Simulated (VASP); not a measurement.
Write the native input for VASP 6.6.1 that does the following.

```
Task                   : single point
Functional             : PBE
Potentials or basis    : VASP PAW PBE potentials, release 64 (Eu)
Cutoff                 : 520 eV
k mesh                 : 7 × 7 × 7
Occupations            : fermi-dirac, width 0.05 eV
Spin                   : collinear spin, ferromagnetic start
Starting moments       : [5.2] μB
Fixed moment           : 5.2 μB
Dipole correction      : no
Further INCAR settings : ALGO = Normal; EDIFF = 1e-07; NBANDS = 18
```

The structure of Eu lies in POSCAR:

```
Eu
1.0
    0.0000000000      2.7893026914      2.7893026914
    2.7893026914      0.0000000000      2.7893026914
    2.7893026914      2.7893026914      0.0000000000
Eu
1
Direct
    0.0000000000      0.0000000000      0.0000000000
```

This isn't the form of Eu at room conditions, which is bcc.

The input as run:

INCAR

```
ALGO = Normal ; EDIFF = 1E-7
ENCUT = 520 ; GGA = PE
ISIF = 2 ; ISMEAR = -1
ISPIN = 2 ; LASPH = True
LCHARG = False ; LMAXMIX = 6
LORBIT = 11 ; LREAL = False
LWAVE = False ; MAGMOM = 5.2
NBANDS = 18 ; NELM = 150
NUPDOWN = 5.2 ; PREC = Accurate
SIGMA = 0.05
```

KPOINTS

```
k-points
0
Gamma
  7 7 7
```

Potentials or basis: VASP PAW PBE potentials, release 64 (Eu).

Command:

```console
$ cat potpaw_PBE.64/Eu/POTCAR > POTCAR
$ mpirun -np 1 vasp_std > vasp.out
```

Results of the run:

```json
{"Pressure": "0.4 GPa", "Net moment": "5.20 μB per cell", "Site moments": "Eu +6.06 μB", "Valence electrons inside the program's atomic spheres": "Eu 14.63"}
```

Caveat: the total moment is fixed, so each spin has its own Fermi level.

Run time: 68 s on 1 thread of Intel(R) Xeon(R) Platinum 8175M CPU @ 2.50GHz (Skylake/Cascade Lake), with other jobs on the host, peak memory 0.21 GiB.
